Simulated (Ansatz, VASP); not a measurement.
One calculation of Ir, two programs

The input POSCAR:

```
Ir
1.0
    0.0000000000      1.9221147239      1.9221147239
    1.9221147239      0.0000000000      1.9221147239
    1.9221147239      1.9221147239      0.0000000000
Ir
1
Direct
    0.0000000000      0.0000000000      0.0000000000
```

File INCAR.step1:

```
SYSTEM = Ir
PREC     = Accurate       ! precision mode
ENCUT    = 550            ! plane-wave cutoff, eV
ISMEAR   = 0              ! smearing method
SIGMA    = 0.15           ! smearing width, eV
LREAL    = .FALSE.        ! projectors in reciprocal space
LASPH    = .TRUE.         ! aspherical terms in the spheres
NELM     = 120            ! most SCF steps
NBANDS   = 14             ! bands
GGA      = PE             ! functional
ALGO     = Normal         ! electronic algorithm
EDIFF    = 1E-5           ! SCF threshold, eV
LWAVE    = .TRUE.         ! write WAVECAR
LCHARG   = .FALSE.        ! write CHGCAR
GGA_COMPAT= .FALSE.
```

Contents of INCAR.step2:

```
SYSTEM = Ir
PREC     = Accurate       ! precision mode
ENCUT    = 550            ! plane-wave cutoff, eV
EDIFF    = 1E-6           ! SCF threshold, eV
ISMEAR   = 0              ! smearing method
SIGMA    = 0.15           ! smearing width, eV
LREAL    = .FALSE.        ! projectors in reciprocal space
LASPH    = .TRUE.         ! aspherical terms in the spheres
NELM     = 120            ! most SCF steps
ALGO     = Normal         ! electronic algorithm
ISIF     = 2              ! what is computed and relaxed
LWAVE    = .FALSE.        ! write WAVECAR
LCHARG   = .FALSE.        ! write CHGCAR
METAGGA  = R2SCAN         ! meta-GGA
LMIXTAU  = .TRUE.       
NBANDS   = 14             ! bands
ISTART   = 1            
GGA_COMPAT= .FALSE.
```

The input KPOINTS:

```
Automatic mesh
0
G
  30 30 30
  0 0 0
```

Input for Ansatz:

```yaml
crystal:
  lattice:
    - [0.0, 1.9221147239, 1.9221147239]
    - [1.9221147239, 0.0, 1.9221147239]
    - [1.9221147239, 1.9221147239, 0.0]
  atoms:
    - { symbol: Ir, position: [0.0, 0.0, 0.0] }
basis:
  ecutwfc: 500
kpoints:
  mp_grid: { grid: [30, 30, 30] }
hamiltonian:
  xc: r2scan
scf:
  occupations: { method: gaussian, width: 0.15 }
output:
  forces: true
  stress: true
  eigenvalues: true
  write_density: true
  write_potential: true
  elf: true
  volumetric_format: npy
```

Alike in both runs: task single point; functional r2SCAN; k mesh 30 × 30 × 30; occupations gaussian, width 0.15 eV; no spin polarisation.

```csv
,VASP,Ansatz
version,VASP 6.6.1,Ansatz 0.2.0
potentials or method,"VASP PAW PBE potentials, release 64 (Ir_sv_GW), cutoff 550 eV","scalar-relativistic, plane waves, PAW"
valence electrons in the cell,17,17
```

Ansatz gave:

```
gap on the k mesh at the Fermi level (eV) : none
pressure (GPa)                            : 0.1
```

Q: Estimate VASP's values.

A: gap on the k mesh at the Fermi level (eV): none; pressure (GPa): -2.1.

VASP's potentials were made for PBE, not for r2SCAN. A gap of «none» marks a metal or a gap that the smearing closes.

Spin-orbit coupling is off throughout.
